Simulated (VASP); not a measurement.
# Cu12Si in VASP: single point with PBE+D3(BJ)

Aim: the single point of Cu12Si with PBE+D3(BJ).

Program: VASP 6.6.1. These are calculated values, not measurements. Logs are shortened: lines on timing, memory, paths and dates and some standing lists are left out, and cuts for length are marked.

### 1 The cell of the first run

The cell holds a slab with vacuum, 13 atoms: a = 5.038 Å, b = 5.038 Å, c = 21.221 Å, α = 90.00°, β = 90.00°, γ = 120.00°.

### 2 Single point, PBE+D3(BJ)

Contents of INCAR:

```
SYSTEM = Cu12Si
  PREC = Accurate
  ENCUT = 520
  EDIFF = 1E-6
  ISMEAR = 0
  SIGMA = 0.1
  LREAL = .FALSE.
  LASPH = .TRUE.
  NELM = 80
  ALGO = Normal
  ISIF = 2
  LWAVE = .FALSE.
  LCHARG = .FALSE.
  LDIPOL = .TRUE.
  IDIPOL = 3
  DIPOL = 0.5 0.5 0.302
  GGA = PE
  IVDW = 12
  NBANDS = 80
```

Contents of KPOINTS:

```
regular mesh
0
G
  6 6 1
  0 0 0
```

Contents of POSCAR:

```
Cu12Si
1.0
    5.0378287988      0.0000000000      0.0000000000
   -2.5189143994      4.3628877197      0.0000000000
    0.0000000000      0.0000000000     21.2210741096
Cu Si
12 1
Direct
    0.3333333333      0.1666666667      0.1884918727
    0.3333333333      0.6666666667      0.1884918727
    0.8333333333      0.1666666667      0.1884918727
    0.8333333333      0.6666666667      0.1884918727
    0.1666666667      0.3333333333      0.2855897429
    0.1666666667      0.8333333333      0.2855897429
    0.6666666667      0.3333333333      0.2855897429
    0.6666666667      0.8333333333      0.2855897429
    0.0000000000      0.0000000000      0.3826891168
    0.0000000000      0.5000000000      0.3826891168
    0.5000000000      0.0000000000      0.3826891168
    0.5000000000      0.5000000000      0.3826891168
    0.0833333333      0.1666666667      0.5004965373
```

Potentials or basis: VASP PAW PBE potentials, release 64 (Cu, Si).

The run is started by

```console
$ cat potpaw_PBE.64/Cu/POTCAR potpaw_PBE.64/Si/POTCAR > POTCAR
$ mpirun -np 1 vasp_std > vasp.out
```

OUTCAR:

```text
SYSTEM = Cu12Si
   PREC = Accurate
   ENCUT = 520
   EDIFF = 1E-6
   ISMEAR = 0
   LREAL = .FALSE.
   LASPH = .TRUE.
   NELM = 80
   ISIF = 2
   GGA = PE
   IVDW = 12
 IVDW          = 12

 ion  position               nearest neighbor table
   1  0.333  0.167  0.188-   3 2.52   3 2.52   4 2.52   2 2.52   2 2.52   4 2.52   5 2.52   7 2.52
                             6 2.52
   2  0.333  0.667  0.188-   4 2.52   4 2.52   1 2.52   1 2.52   3 2.52   3 2.52   6 2.52   8 2.52
                             5 2.52
   3  0.833  0.167  0.188-   1 2.52   1 2.52   4 2.52   4 2.52   2 2.52   2 2.52   7 2.52   5 2.52
                             8 2.52
   4  0.833  0.667  0.188-   2 2.52   2 2.52   3 2.52   3 2.52   1 2.52   1 2.52   8 2.52   6 2.52
                             7 2.52
   5  0.167  0.333  0.286-   7 2.52   7 2.52   8 2.52   6 2.52   6 2.52   8 2.52   1 2.52   3 2.52
                             2 2.52  12 2.52   9 2.52  10 2.52
   6  0.167  0.833  0.286-   8 2.52   8 2.52   5 2.52   5 2.52   7 2.52   7 2.52   2 2.52   4 2.52
                             1 2.52  11 2.52  10 2.52   9 2.52
   7  0.667  0.333  0.286-   5 2.52   5 2.52   8 2.52   8 2.52   6 2.52   6 2.52   3 2.52   1 2.52
                             4 2.52  10 2.52  11 2.52  12 2.52
   8  0.667  0.833  0.286-   6 2.52   6 2.52   7 2.52   7 2.52   5 2.52   5 2.52   4 2.52   2 2.52
                             3 2.52   9 2.52  12 2.52  11 2.52
   9  0.000  0.000  0.383-  11 2.52  11 2.52  12 2.52  10 2.52  10 2.52  12 2.52   8 2.52   5 2.52
                             6 2.52  13 2.60
  10  0.000  0.500  0.383-  12 2.52  12 2.52   9 2.52   9 2.52  11 2.52  11 2.52   7 2.52   6 2.52
                             5 2.52
  11  0.500  0.000  0.383-   9 2.52   9 2.52  12 2.52  12 2.52  10 2.52  10 2.52   6 2.52   7 2.52
                             8 2.52
  12  0.500  0.500  0.383-  10 2.52  10 2.52  11 2.52  11 2.52   9 2.52   9 2.52   5 2.52   8 2.52
                             7 2.52
  13  0.083  0.167  0.500-   9 2.60

  LATTYP: Found a hexagonal cell.
 ALAT       =     5.0378287988
 C/A-ratio  =     4.2123452299

  Lattice vectors:

 A1 = (   5.0378287988,   0.0000000000,   0.0000000000)
 A2 = (  -2.5189143994,   4.3628877197,   0.0000000000)
 A3 = (   0.0000000000,   0.0000000000,  21.2210741096)

Analysis of symmetry for initial positions (statically):
=====================================================================
 Subroutine PRICEL returns:
 Original cell was already a primitive cell.

 Routine SETGRP: Setting up the symmetry group for a
 hexagonal supercell.

 Subroutine GETGRP returns: Found  2 space group operations
 (whereof  2 operations were pure point group operations)
 out of a pool of 24 trial point group operations.

The static configuration has the point symmetry C_1h.

Analysis of symmetry for dynamics (positions and initial velocities):
=====================================================================
 Subroutine PRICEL returns:
 Original cell was already a primitive cell.

 Routine SETGRP: Setting up the symmetry group for a
 hexagonal supercell.

 Subroutine GETGRP returns: Found  2 space group operations
 (whereof  2 operations were pure point group operations)
 out of a pool of 24 trial point group operations.

The dynamic configuration has the point symmetry C_1h.

 Subroutine INISYM returns: Found  2 space group operations
 (whereof  2 operations are pure point group operations),
 and found     1 'primitive' translations

----------------------------------------------------------------------------------------

                                     Primitive cell

  volume of cell :     466.4282

  direct lattice vectors                    reciprocal lattice vectors
     5.037828799  0.000000000  0.000000000     0.198498210  0.114602995  0.000000000
    -2.518914399  4.362887720  0.000000000     0.000000000  0.229205990  0.000000000
     0.000000000  0.000000000 21.221074110     0.000000000  0.000000000  0.047122968

  length of vectors
     5.037828799  5.037828799 21.221074110     0.229205990  0.229205990  0.047122968

  position of ions in fractional coordinates (direct lattice)
     0.333333333  0.166666667  0.188491873
     0.333333333  0.666666667  0.188491873
     0.833333333  0.166666667  0.188491873
     0.833333333  0.666666667  0.188491873
     0.166666667  0.333333333  0.285589743
     0.166666667  0.833333333  0.285589743
     0.666666667  0.333333333  0.285589743
     0.666666667  0.833333333  0.285589743
     0.000000000  0.000000000  0.382689117
     1.000000000  0.500000000  0.382689117
     0.500000000  0.000000000  0.382689117
     0.500000000  0.500000000  0.382689117
     0.083333333  0.166666667  0.500496537

  ion indices of the primitive-cell ions
   primitive index   ion index
                 1           1
                 2           2
                 3           3
                 4           4
                 5           5
                 6           6
                 7           7
                 8           8
                 9           9
                10          10
                11          11
                12          12
                13          13

----------------------------------------------------------------------------------------

 KPOINTS: regular mesh

Automatic generation of k-mesh.
 Grid dimensions read from file:
 generate k-points for:    6    6    1

 Generating k-lattice:

  Cartesian coordinates                     Fractional coordinates (reciprocal lattice)
     0.033083035  0.019100499  0.000000000     0.166666667 -0.000000000  0.000000000
     0.000000000  0.038200998  0.000000000     0.000000000  0.166666667  0.000000000
     0.000000000  0.000000000  0.047122968     0.000000000  0.000000000  1.000000000

  Length of vectors
     0.038200998  0.038200998  0.047122968

  Shift w.r.t. Gamma in fractional coordinates (k-lattice)
     0.000000000  0.000000000  0.000000000

 Subroutine IBZKPT returns following result:
 ===========================================

 Found     13 irreducible k-points:

 Following reciprocal coordinates:
            Coordinates               Weight
  0.000000  0.000000  0.000000      1.000000
  0.166667  0.000000  0.000000      4.000000
  0.000000  0.166667  0.000000      2.000000
  0.333333 -0.000000  0.000000      4.000000
  0.000000  0.333333  0.000000      2.000000
  0.500000  0.000000  0.000000      2.000000
  0.000000  0.500000  0.000000      1.000000
  0.166667  0.166667  0.000000      4.000000
 -0.333333  0.166667  0.000000      2.000000
  0.333333  0.166667  0.000000      4.000000
 -0.166667  0.500000  0.000000      4.000000
  0.500000  0.333333  0.000000      4.000000
  0.333333  0.333333  0.000000      2.000000
   k-points           NKPTS =     13   k-points in BZ     NKDIM =     13   number of bands    NBANDS=     80
   number of dos      NEDOS =    301   number of ions     NIONS =     13
   total plane-waves  NPLWV = 256000
   dimension x,y,z NGX =    40 NGY =   40 NGZ =  160
   dimension x,y,z NGXF=    80 NGYF=   80 NGZF=  320
   ions per type =              12   1
   NGX,Y,Z   is equivalent  to a cutoff of  13.20, 13.20, 12.53 a.u.
   NGXF,Y,Z  is equivalent  to a cutoff of  26.40, 26.40, 25.07 a.u.
 SYSTEM =  Cu12Si
   PREC   = accura    normal or accurate (medium, high low for compatibility)
   ISTART =      0    job   : 0-new  1-cont  2-samecut
   ICHARG =      2    charge: 1-file 2-atom 10-const
   ISPIN  =      1    spin polarized calculation?
   LNONCOLLINEAR =      F non collinear calculations
   LSORBIT =      F    spin-orbit coupling
   LASPH  =      T    aspherical Exc in radial PAW
   ENCUT  =  520.0 eV  38.22 Ry    6.18 a.u.   9.37  9.37 39.46*2*pi/ulx,y,z
   NELM   =     80;   NELMIN=  2; NELMDL= -5     # of ELM steps
   EDIFF  = 0.1E-05   stopping-criterion for ELM
   LREAL  =      F    real-space projection
   EDIFFG = 0.1E-04   stopping-criterion for IOM
   NSW    =      0    number of steps for IOM
   IBRION =     -1    ionic relax: 0-MD 1-quasi-New 2-CG
   NFREE  =      0    steps in history (QN), initial steepest desc. (CG)
   ISIF   =      2    stress and relaxation
   ISYM   =      2    0-nonsym 1-usesym 2-fastsym
   POTIM  = 0.5000    time-step for ionic-motion
   TEBEG  =    0.0;   TEEND  =   0.0 temperature during run
   PSTRESS=    0.0 pullay stress
   NELECT =     136.0000    total number of electrons
   NUPDOWN=      -1.0000    fix difference up-down
   EMIN   =  10.00;   EMAX   =-10.00  energy-range for DOS
   EFERMI =   0.00;   METHOD = LEGACY
   ISMEAR =     0;   SIGMA  =   0.10  broadening in eV -4-tet -1-fermi 0-gaus
   EFERMI_NEDOS =   21; number of points for ismear=-14 and -15
   IALGO  =     38    algorithm
   IMIX   =      4    mixing-type and parameters
     AMIX     =   0.40;   BMIX     =  1.00
     AMIX_MAG =   1.60;   BMIX_MAG =  1.00
  volume/ion in A,a.u.               =      35.88       242.12
  Fermi-wavevector in a.u.,A,eV,Ry     =   1.085574  2.051438 16.034077  1.178471
  Thomas-Fermi vector in A             =   2.221691
   LORBIT       =      0    0 simple, 1 ext, 2 COOP (PROOUT), +10 PAW based schemes
   GGA     = PE    functional components
   LHFCALC =     F    Hartree Fock is set to
   AEXX    =    0.0000 exact exchange contribution
   IVDW    =    12    specifies the selected vdW correction
   LEPSILON=     F    determine dielectric tensor
   LRPA    =     F    only Hartree local field effects (RPA)
 non-spin polarized calculation
 Gauss-broadening in eV      SIGMA  =   0.10
  energy-cutoff  :      520.00
  volume of cell :      466.43
 maximum number of plane-waves:     12631
 NGX is ok and might be reduce to    40
   NGX = 19   NGY = 19   NGZ = 79

 dipolmoment           0.000000      0.000000      0.012138 electrons x Angstroem

 number of electron     135.9999913 magnetization

 dipolmoment           0.000000      0.000000     -0.045889 electrons x Angstroem

 Free energy of the ion-electron system (eV)
  ---------------------------------------------------
  ext. energy  EPLUGINS =         0.00000000
  ---------------------------------------------------
  free energy    TOTEN  =       -44.45655509 eV

  energy without entropy =      -44.38950669  energy(sigma->0) =      -44.42303089

 E-fermi :  -0.4129     XC(G=0):  -5.2897

 val. band max:       -0.4373343315   @ k =   0.5000   0.0000   0.0000
 cond. band min:      -0.3988988288   @ k =   0.5000   0.3333   0.0000
 fundamental gap:      0.0384355028
 Fermi energy:        -0.4129051550

 k-point     1 :       0.0000    0.0000    0.0000
  band No.  band energies     occupation
      1      -9.3170      2.00000
      2      -7.7983      2.00000
      3      -6.7632      2.00000
      4      -5.6758      2.00000
      5      -5.3258      2.00000
      6      -5.3242      2.00000
[... 72 lines left out ...]
     79       4.0472      0.00000
     80       4.2827      0.00000

 k-point     2 :       0.1667    0.0000    0.0000
  band No.  band energies     occupation
      1      -9.0922      2.00000
      2      -7.6611      2.00000
      3      -6.6355      2.00000
      4      -5.5339      2.00000
      5      -5.5039      2.00000
      6      -5.2640      2.00000
[... 72 lines left out ...]
     79       4.2937      0.00000
     80       4.5566      0.00000
[... 828 lines left out ...]
     79       4.9664      0.00000
     80       5.1871      0.00000

 k-point    13 :       0.3333    0.3333    0.0000
  band No.  band energies     occupation
      1      -7.3728      2.00000
      2      -6.8040      2.00000
      3      -6.7964      2.00000
      4      -6.6670      2.00000
      5      -5.2986      2.00000
      6      -5.2934      2.00000
[... 72 lines left out ...]
     79       4.4146      0.00000
     80       4.6970      0.00000

------------------------ aborting loop because EDIFF is reached ----------------------------------------

 vacuum level on the upper side and lower side of the slab       (xc-potential included)        -0.342         0.042

 Edisp (eV)   -5.24760

 E8    (eV) :    -2.3426

  FORCE on cell =-STRESS in cart. coord.  units (eV):
  Direction    XX          YY          ZZ          XY          YZ          ZX
  --------------------------------------------------------------------------------------
  -------------------------------------------------------------------------------------
  Total      -4.15310    -4.29720    -5.55896     0.00000     0.03753     0.00000
  in kB     -14.26587   -14.76085   -19.09497     0.00000     0.12891     0.00000
  external pressure =      -16.04 kB  Pullay stress =        0.00 kB

 VOLUME and BASIS-vectors are now :
 -----------------------------------------------------------------------------
  energy-cutoff  :      520.00
  volume of cell :      466.43
      direct lattice vectors                 reciprocal lattice vectors
     5.037828799  0.000000000  0.000000000     0.198498210  0.114602995  0.000000000
    -2.518914399  4.362887720  0.000000000     0.000000000  0.229205990  0.000000000
     0.000000000  0.000000000 21.221074110     0.000000000  0.000000000  0.047122968

 POSITION                                       TOTAL-FORCE (eV/Angst)
 -----------------------------------------------------------------------------------
      1.25946      0.72715      4.00000        -0.017151     -0.002516     -0.052686
     -0.00000      2.90859      4.00000         0.000000      0.005878     -0.050885
      3.77837      0.72715      4.00000         0.017151     -0.002516     -0.052686
      2.51891      2.90859      4.00000         0.000000      0.002419     -0.085655
      0.00000      1.45430      6.06052        -0.000000      0.014228     -0.068865
     -1.25946      3.63574      6.06052         0.025760     -0.029246      0.036313
      2.51891      1.45430      6.06052        -0.000000      0.030224      0.024616
      1.25946      3.63574      6.06052        -0.025760     -0.029246      0.036313
      0.00000      0.00000      8.12107         0.000000      0.125486      1.058509
     -1.25946      2.18144      8.12107         0.069578     -0.061716      0.609834
      2.51891      0.00000      8.12107        -0.000000     -0.000289      0.482008
      1.25946      2.18144      8.12107        -0.069578     -0.061716      0.609834
     -0.00000      0.72715     10.62107         0.000000      0.009009     -2.546650
 -----------------------------------------------------------------------------------
    total drift:                                0.000001      0.000083     -0.006495

  FREE ENERGIE OF THE ION-ELECTRON SYSTEM (eV)
  ---------------------------------------------------
  free  energy   TOTEN  =       -49.7041518372 eV

  energy  without entropy=      -49.6371034327  energy(sigma->0) =      -49.67062763

 vacuum level on the upper side and lower side of the slab         3.868         4.277
```

Run time: 16 min. Hardware: 1 thread of AMD EPYC 7R13 (Zen 3), shared host; peak memory 0.7 GiB.

What came out:

```
Free energy                : -49.7042 eV
Largest force              : 2.547 eV/Å
Band gap on the k mesh     : zero (bands 68 and 69 overlap by 0.10 eV)
Dispersion energy per atom : -0.404 eV
```

Forces on the atoms (eV/Å):
```
Cu  -0.017 -0.003 -0.053
Cu   0.000  0.006 -0.051
Cu   0.017 -0.003 -0.053
Cu   0.000  0.002 -0.086
Cu   0.000  0.014 -0.069
Cu   0.026 -0.029  0.036
Cu   0.000  0.030  0.025
Cu  -0.026 -0.029  0.036
Cu   0.000  0.125  1.059
Cu   0.070 -0.062  0.610
Cu   0.000  0.000  0.482
Cu  -0.070 -0.062  0.610
Si   0.000  0.009 -2.547
```

Levels at points of the mesh, in eV from the Fermi level:
```
           k point  band 66  band 67  band 68  band 69  band 70  band 71
(0.00, 0.00, 0.00)    -0.11    -0.10     0.03     0.64     0.74     1.19
(0.50, 0.00, 0.00)    -0.51    -0.24    -0.02     0.07     0.43     1.03
(0.00, 0.50, 0.00)    -0.56    -0.20    -0.03     0.06     0.47     1.03
```
